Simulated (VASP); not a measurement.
# Cu (P6_3/mmc) in VASP: a series of runs, part 2 of 3

VASP 6.6.1. Earlier steps stand in the parts before.

### Step 3. Single point, r2SCAN

This run uses another cell than the first one, of 11.21 Å³/atom, 1.021 times its volume.

POSCAR

```
Cu
1.0
    2.5170887971      0.0000000000      0.0000000000
   -1.2585443986      2.1798628419      0.0000000000
    0.0000000000      0.0000000000      4.0849690207
Cu
2
Direct
    0.6666666667      0.3333333333      0.7500000000
    0.3333333333      0.6666666667      0.2500000000
```

INCAR.step1

```
SYSTEM = Cu
PREC = Accurate
ENCUT = 520
ISMEAR = -1
SIGMA = 0.05
LREAL = .False.
LASPH = .True.
NELM = 60
NBANDS = 18
GGA = PE
ALGO = Normal
EDIFF = 1E-4
LWAVE = .True.
LCHARG = .False.
```

INCAR.step2

```
SYSTEM = Cu
PREC = Accurate
ENCUT = 520
EDIFF = 1E-6
ISMEAR = -1
SIGMA = 0.05
LREAL = .False.
LASPH = .True.
NELM = 60
ALGO = Normal
ISIF = 2
LWAVE = .False.
LCHARG = .True.
METAGGA = R2SCAN
LMIXTAU = .True.
LELF = .True.
LVHAR = .True.
NBANDS = 18
ISTART = 1
```

KPOINTS

```
regular mesh
0
Gamma
  12 12 7
  0 0 0
```

Potentials or basis: VASP PAW PBE potentials, release 64 (Cu).

Launch:

```sh
$ cat potpaw_PBE.64/Cu/POTCAR > POTCAR
$ cp INCAR.step1 INCAR
$ mpirun -np 1 vasp_std > vasp.out
$ cp INCAR.step2 INCAR
$ mpirun -np 1 vasp_std > vasp.out
```

OUTCAR:

```text
SYSTEM = Cu
   PREC = Accurate
   ENCUT = 520
   EDIFF = 1E-6
   ISMEAR = -1
   LREAL = .False.
   LASPH = .True.
   NELM = 60
   ISIF = 2
   METAGGA = R2SCAN
   ISTART = 1

 ion  position               nearest neighbor table
   1  0.667  0.333  0.750-   2 2.51   2 2.51   2 2.51   2 2.51   2 2.51   2 2.51
   2  0.333  0.667  0.250-   1 2.51   1 2.51   1 2.51   1 2.51   1 2.51   1 2.51

  LATTYP: Found a hexagonal cell.
 ALAT       =     2.5170887971
 C/A-ratio  =     1.6228942838

  Lattice vectors:

 A1 = (   2.5170887971,   0.0000000000,   0.0000000000)
 A2 = (  -1.2585443986,   2.1798628419,   0.0000000000)
 A3 = (   0.0000000000,   0.0000000000,   4.0849690207)

Analysis of symmetry for initial positions (statically):
=====================================================================
 Subroutine PRICEL returns:
 Original cell was already a primitive cell.

 Routine SETGRP: Setting up the symmetry group for a
 hexagonal supercell.

 Subroutine GETGRP returns: Found 24 space group operations
 (whereof 12 operations were pure point group operations)
 out of a pool of 24 trial point group operations.

The static configuration has the point symmetry D_3d.
 The point group associated with its full space group is D_6h.

Analysis of symmetry for dynamics (positions and initial velocities):
=====================================================================
 Subroutine PRICEL returns:
 Original cell was already a primitive cell.

 Routine SETGRP: Setting up the symmetry group for a
 hexagonal supercell.

 Subroutine GETGRP returns: Found 24 space group operations
 (whereof 12 operations were pure point group operations)
 out of a pool of 24 trial point group operations.

The dynamic configuration has the point symmetry D_3d.
 The point group associated with its full space group is D_6h.

 Subroutine INISYM returns: Found 24 space group operations
 (whereof 12 operations are pure point group operations),
 and found     1 'primitive' translations

----------------------------------------------------------------------------------------

                                     Primitive cell

  volume of cell :      22.4139

  direct lattice vectors                    reciprocal lattice vectors
     2.517088797  0.000000000  0.000000000     0.397284355  0.229372229  0.000000000
    -1.258544399  2.179862842  0.000000000     0.000000000  0.458744459  0.000000000
     0.000000000  0.000000000  4.084969021     0.000000000  0.000000000  0.244799898

  length of vectors
     2.517088797  2.517088797  4.084969021     0.458744459  0.458744459  0.244799898

  position of ions in fractional coordinates (direct lattice)
     0.666666667  0.333333333  0.750000000
     0.333333333  0.666666667  0.250000000

  ion indices of the primitive-cell ions
   primitive index   ion index
                 1           1
                 2           2

----------------------------------------------------------------------------------------

 KPOINTS: regular mesh

Automatic generation of k-mesh.
 Grid dimensions read from file:
 generate k-points for:   12   12    7

 Generating k-lattice:

  Cartesian coordinates                     Fractional coordinates (reciprocal lattice)
     0.033107030  0.019114352  0.000000000     0.083333333 -0.000000000  0.000000000
     0.000000000  0.038228705  0.000000000     0.000000000  0.083333333  0.000000000
     0.000000000  0.000000000  0.034971414     0.000000000  0.000000000  0.142857143

  Length of vectors
     0.038228705  0.038228705  0.034971414

  Shift w.r.t. Gamma in fractional coordinates (k-lattice)
     0.000000000  0.000000000  0.000000000

 Subroutine IBZKPT returns following result:
 ===========================================

 Found     76 irreducible k-points:

 Following reciprocal coordinates:
            Coordinates               Weight
  0.000000  0.000000  0.000000      1.000000
  0.083333 -0.000000  0.000000      6.000000
  0.166667 -0.000000  0.000000      6.000000
  0.250000  0.000000  0.000000      6.000000
  0.333333  0.000000  0.000000      6.000000
  0.416667 -0.000000  0.000000      6.000000
[... 16 lines left out ...]
  0.250000  0.000000  0.142857     12.000000
  0.333333  0.000000  0.142857     12.000000
 [... further k-points ...]
   k-points           NKPTS =     76   k-points in BZ     NKDIM =     76   number of bands    NBANDS=     18
   number of dos      NEDOS =    301   number of ions     NIONS =      2
   total plane-waves  NPLWV =  12000
   dimension x,y,z NGX =    20 NGY =   20 NGZ =   30
   dimension x,y,z NGXF=    40 NGYF=   40 NGZF=   60
   ions per type =               2
   NGX,Y,Z   is equivalent  to a cutoff of  13.21, 13.21, 12.21 a.u.
   NGXF,Y,Z  is equivalent  to a cutoff of  26.42, 26.42, 24.42 a.u.
 SYSTEM =  Cu
   PREC   = accura    normal or accurate (medium, high low for compatibility)
   ISTART =      1    job   : 0-new  1-cont  2-samecut
   ICHARG =      0    charge: 1-file 2-atom 10-const
   ISPIN  =      1    spin polarized calculation?
   LNONCOLLINEAR =      F non collinear calculations
   LSORBIT =      F    spin-orbit coupling
   LASPH  =      T    aspherical Exc in radial PAW
   ENCUT  =  520.0 eV  38.22 Ry    6.18 a.u.   4.68  4.68  7.60*2*pi/ulx,y,z
   NELM   =     60;   NELMIN=  2; NELMDL=  0     # of ELM steps
   EDIFF  = 0.1E-05   stopping-criterion for ELM
   LREAL  =      F    real-space projection
   EDIFFG = 0.1E-04   stopping-criterion for IOM
   NSW    =      0    number of steps for IOM
   IBRION =     -1    ionic relax: 0-MD 1-quasi-New 2-CG
   NFREE  =      0    steps in history (QN), initial steepest desc. (CG)
   ISIF   =      2    stress and relaxation
   ISYM   =      2    0-nonsym 1-usesym 2-fastsym
   POTIM  = 0.5000    time-step for ionic-motion
   TEBEG  =    0.0;   TEEND  =   0.0 temperature during run
   PSTRESS=    0.0 pullay stress
   NELECT =      22.0000    total number of electrons
   NUPDOWN=      -1.0000    fix difference up-down
   EMIN   =  10.00;   EMAX   =-10.00  energy-range for DOS
   EFERMI =   0.00;   METHOD = LEGACY
   ISMEAR =    -1;   SIGMA  =   0.05  broadening in eV -4-tet -1-fermi 0-gaus
   EFERMI_NEDOS =   21; number of points for ismear=-14 and -15
   IALGO  =     38    algorithm
   IMIX   =      4    mixing-type and parameters
     AMIX     =   0.40;   BMIX     =  1.00
     AMIX_MAG =   1.60;   BMIX_MAG =  1.00
  volume/ion in A,a.u.               =      11.21        75.63
  Fermi-wavevector in a.u.,A,eV,Ry     =   1.626960  3.074509 36.014610  2.646999
  Thomas-Fermi vector in A             =   2.719834
   LORBIT       =      0    0 simple, 1 ext, 2 COOP (PROOUT), +10 PAW based schemes
   METAGGA = R2SCAN    functional components
   LHFCALC =     F    Hartree Fock is set to
   AEXX    =    0.0000 exact exchange contribution
   IVDW    =     0    specifies the selected vdW correction
   LEPSILON=     F    determine dielectric tensor
   LRPA    =     F    only Hartree local field effects (RPA)
 non-spin polarized calculation
  energy-cutoff  :      520.00
  volume of cell :       22.41
 maximum number of plane-waves:       616
 NGX is ok and might be reduce to    20
   NGX =  9   NGY =  9   NGZ = 15

 number of electron      21.9999967 magnetization

 Free energy of the ion-electron system (eV)
  ---------------------------------------------------
  ext. energy  EPLUGINS =         0.00000000
  ---------------------------------------------------
  free energy    TOTEN  =       -21.61377769 eV

  energy without entropy =      -21.60673071  energy(sigma->0) =      -21.61025420

 E-fermi :   8.0142     XC(G=0): -14.1000

 val. band max:        7.9941746304   @ k =   0.0833   0.0833   0.1429
 cond. band min:       8.0216847734   @ k =   0.5000   0.0000   0.0000
 fundamental gap:      0.0275101431
 Fermi energy:         8.0142008654

 k-point     1 :       0.0000    0.0000    0.0000
  band No.  band energies     occupation
      1      -2.0296      2.00000
      2       2.5241      2.00000
      3       4.7735      2.00000
      4       4.8137      2.00000
      5       4.8139      2.00000
      6       5.0491      2.00000
[... 10 lines left out ...]
     17      33.1429      0.00000
     18      33.1430      0.00000

 k-point     2 :       0.0833   -0.0000    0.0000
  band No.  band energies     occupation
      1      -1.7886      2.00000
      2       2.6589      2.00000
      3       4.6226      2.00000
      4       4.9025      2.00000
      5       4.9356      2.00000
      6       5.0119      2.00000
[... 10 lines left out ...]
     17      33.9645      0.00000
     18      34.1801      0.00000
[... 442 lines left out ...]
 k-point    24 :       0.3333    0.0000    0.1429
  band No.  band energies     occupation
      1       1.4618      2.00000
      2       3.3025      2.00000
      3       3.5875      2.00000
      4       4.2252      2.00000
      5       4.8184      2.00000
      6       4.8882      2.00000
[... 10 lines left out ...]
     17      26.6756      0.00000
     18      29.2729      0.00000

 [... further k-points ...]
[... 5 lines left out ...]
  --------------------------------------------------------------------------------------
  -------------------------------------------------------------------------------------
  Total        0.6358991      0.6358991      0.6515307     -0.0000000      0.0000000      0.0000000
  in kB       45.4550719     45.4550719     46.5724436     -0.0000000      0.0000000      0.0000000
  external PRESSURE =      45.8275291 kB  Pullay stress =       0.0000000 kB

 VOLUME and BASIS-vectors are now :
 -----------------------------------------------------------------------------
  energy-cutoff  :      520.00
  volume of cell :       22.41
      direct lattice vectors                 reciprocal lattice vectors
     2.517088797  0.000000000  0.000000000     0.397284355  0.229372229  0.000000000
    -1.258544399  2.179862842  0.000000000     0.000000000  0.458744459  0.000000000
     0.000000000  0.000000000  4.084969021     0.000000000  0.000000000  0.244799898

 POSITION                                       TOTAL-FORCE (eV/Angst)
 -----------------------------------------------------------------------------------
      1.25854      0.72662      3.06373         0.000000      0.000000      0.000000
     -0.00000      1.45324      1.02124        -0.000000      0.000000      0.000000
 -----------------------------------------------------------------------------------
    total drift:                               -0.000000      0.000000     -0.000000

  FREE ENERGIE OF THE ION-ELECTRON SYSTEM (eV)
  ---------------------------------------------------
  free  energy   TOTEN  =       -21.6137776940 eV

  energy  without entropy=      -21.6067307120  energy(sigma->0) =      -21.61025420
```

It took 47 s on 1 thread of Intel Xeon 6975P-C (Granite Rapids), shared host; peak memory 0.15 GiB.

Results:

| Quantity | Value |
| --- | --- |
| Free energy | -21.6138 eV |
| Pressure | 4.6 GPa |
| Band gap on the k mesh | zero (band 11 reaches 12.33 eV, above the bottom of band 12 at 6.00 eV) |

Levels at points of the mesh, in eV from the Fermi level:
| k point | band 7 | band 8 | band 9 | band 10 | band 11 | band 12 | band 13 | band 14 | band 15 | band 16 |
| --- | --- | --- | --- | --- | --- | --- | --- | --- | --- | --- |
| (0.00, 0.00, 0.00) | -2.97 | -2.68 | -2.68 | -1.85 | -1.85 | -1.10 | 4.39 | 22.54 | 23.50 | 23.50 |
| (0.50, 0.00, 0.00) | -2.92 | -1.75 | -1.69 | -1.64 | 0.01 | 1.78 | 8.44 | 9.01 | 11.42 | 12.16 |

Caveat: the PAW data sets were made with another functional, which shifts forces and pressure a little.

### Step 4. Single point, r2SCAN

This run uses another cell than the first one, of 11.44 Å³/atom, 1.042 times its volume.

POSCAR

```
Cu
1.0
    2.5340966698      0.0000000000      0.0000000000
   -1.2670483349      2.1945920917      0.0000000000
    0.0000000000      0.0000000000      4.1125710000
Cu
2
Direct
    0.6666666667      0.3333333333      0.7500000000
    0.3333333333      0.6666666667      0.2500000000
```

INCAR.step1

```
PREC = Accurate ; ENCUT = 520
ISMEAR = -1 ; SIGMA = 0.05
LREAL = F ; LASPH = T
NELM = 60 ; NBANDS = 18
GGA = PE ; ALGO = Normal
EDIFF = 1E-4 ; LWAVE = T
LCHARG = F
```

INCAR.step2

```
PREC = Accurate ; ENCUT = 520
EDIFF = 1E-6 ; ISMEAR = -1
SIGMA = 0.05 ; LREAL = F
LASPH = T ; NELM = 60
ALGO = Normal ; ISIF = 2
LWAVE = F ; LCHARG = F
METAGGA = R2SCAN ; LMIXTAU = T
NBANDS = 18 ; ISTART = 1
```

KPOINTS

```
Automatic mesh
0
Gamma
  12 12 7
```

Launch:

```sh
$ cat potpaw_PBE.64/Cu/POTCAR > POTCAR
$ cp INCAR.step1 INCAR
$ mpirun -np 1 vasp_std > vasp.out
$ cp INCAR.step2 INCAR
$ mpirun -np 1 vasp_std > vasp.out
```

Wall time 48 s (1 thread of Intel Xeon 6975P-C (Granite Rapids), shared host); peak memory 0.15 GiB.

Results (log left out):

```
Free energy            : -21.6223 eV
Pressure               : 1.1 GPa
Band gap on the k mesh : zero (band 11 reaches 12.01 eV, above the bottom of band 12 at 5.77 eV)
```

Stress tensor (GPa, compression positive):
```
1.04 0.00 0.00
0.00 1.04 0.00
0.00 0.00 1.24
```

Levels at points of the mesh, in eV from the Fermi level:
```tsv
k point	band 7	band 8	band 9	band 10	band 11	band 12	band 13	band 14	band 15	band 16
(0.00, 0.00, 0.00)	-2.90	-2.63	-2.63	-1.82	-1.82	-1.04	4.28	22.38	23.18	23.18
(0.50, 0.00, 0.00)	-2.85	-1.72	-1.67	-1.62	0.01	1.74	8.34	8.89	11.29	11.95
```

Caveat: the PAW data sets were made with another functional, which shifts forces and pressure a little.

(Part 2 of 3 ends here.)
